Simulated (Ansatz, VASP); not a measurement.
# Si2Mo in VASP and in Ansatz

INCAR

```
ALGO = Normal
EDIFF = 1E-7
ENCUT = 520
GGA = PE
ISIF = 2
ISMEAR = -5
LASPH = True
LCHARG = False
LREAL = False
LWAVE = False
NBANDS = 18
NELM = 60
PREC = Accurate
SIGMA = 0.1
```

File KPOINTS:

```
k-points
0
Gamma
  16 16 16
```

POSCAR

```
Si2Mo
1.0
   -1.5998054742      1.5998054742      3.9194723555
    1.5998054742     -1.5998054742      3.9194723555
    1.5998054742      1.5998054742     -3.9194723555
Si Mo
2 1
Direct
    0.6651147117      0.6651147117      0.0000000000
    0.3348852883      0.3348852883      0.0000000000
    0.0000000000      0.0000000000      0.0000000000
```

Input for Ansatz:

```yaml
crystal:
  lattice:
    - [-1.5998054742, 1.5998054742, 3.9194723555]
    - [1.5998054742, -1.5998054742, 3.9194723555]
    - [1.5998054742, 1.5998054742, -3.9194723555]
  atoms:
    - { symbol: Si, position: [0.6651147117, 0.6651147117, 0.0] }
    - { symbol: Si, position: [0.3348852883, 0.3348852883, 0.0] }
    - { symbol: Mo, position: [0.0, 0.0, 0.0] }
kpoints:
  mp_grid: { grid: [16, 16, 16] }
  band_path:
    path:
      - [0.0, 0.0, 0.0]
      - [0.0, 0.0, 0.5]
      - [0.25, 0.25, 0.25]
      - [0.0, 0.5, 0.0]
      - [0.0, 0.0, 0.0]
      - [0.5, 0.5, -0.5]
      - [0.2916503979, 0.7083496021, -0.2916503979]
      - [-0.2916503979, 0.2916503979, 0.2916503979]
      - [0.0, 0.0, 0.0]
    npoints: 6
scf:
  occupations: { method: tetrahedron }
  eigensolver: { kind: davidson }
hamiltonian:
  xc: pbe
  pseudopotentials: { kind: paw }
output:
  forces: true
  stress: true
  eigenvalues: true
  populations: true
```

Alike in both runs: task single point; functional PBE; k mesh 16 × 16 × 16; occupations tetrahedron; no spin polarisation.

|  | VASP | Ansatz |
| --- | --- | --- |
| version | VASP 6.6.1 | Ansatz 0.2.0 |
| potentials or method | VASP PAW PBE potentials, release 64 (Si, Mo_sv) | PAW with Ansatz's default frozen-core files, scalar-relativistic |
| plane-wave cutoff (eV) | 520 | 420 |
| valence electrons in the cell | 22 | 22 |

```csv
,VASP,Ansatz,Ansatz less VASP
gap on the k mesh at the Fermi level (eV),none,none,-
pressure (GPa),3.4,3.2,-0.17
"traceless stress, the component that is largest in VASP (GPa)",-0.10,-0.08,+0.017
rms of the force components (eV/Å),0.003,0.005,+0.0019
```

Atom by atom the forces differ by 0.002 eV/Å (rms over components). A gap of «none» marks a metal or a gap that the smearing closes. Ansatz's warnings: band table not solved further, tetrahedron derivatives may miss energy slope.
